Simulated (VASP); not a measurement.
Write the native input for VASP 6.6.1 that does the following.

- Task: single point
- Functional: PBEsol
- Potentials or basis: VASP PAW PBE potentials, release 64 (Se)
- Cutoff: 520 eV
- k mesh: 15 × 15 × 15
- Occupations: fermi-dirac, width 0.05 eV
- Spin: no spin polarisation
- Dipole correction: no
- Further INCAR settings: ALGO = Normal; EDIFF = 1e-06; NBANDS = 13

The structure of Se lies in POSCAR:

```
Se
1.0
    0.0000000000      2.1409546910      2.1409546910
    2.1409546910      0.0000000000      2.1409546910
    2.1409546910      2.1409546910      0.0000000000
Se
2
Direct
   -0.1250000000     -0.1250000000     -0.1250000000
    0.1250000000      0.1250000000      0.1250000000
```

These files were run (other wordings do the same):

INCAR

```
  PREC = Accurate
  ENCUT = 520
  EDIFF = 1E-6
  ISMEAR = -1
  SIGMA = 0.05
  LREAL = False
  LASPH = True
  NELM = 80
  ALGO = Normal
  ISIF = 2
  LWAVE = False
  LCHARG = False
  GGA = PS
  NBANDS = 13
```

KPOINTS

```
Automatic mesh
0
Gamma
  15 15 15
```

Potentials or basis: VASP PAW PBE potentials, release 64 (Se).

Launch:

```bash
$ cat potpaw_PBE.64/Se/POTCAR > POTCAR
$ mpirun -np 1 vasp_std > vasp.out
```

It gave:

The pressure is 464.1 GPa and the band gap on the k mesh is zero (band 6 reaches 20.91 eV, above the bottom of band 7 at 14.84 eV).

Caveat: the PAW data sets were made with another functional, which shifts forces and pressure a little.

Run time: 10 s on 1 thread of Intel(R) Xeon(R) Platinum 8559C (Emerald Rapids), with other jobs on the host, peak memory 0.15 GiB.
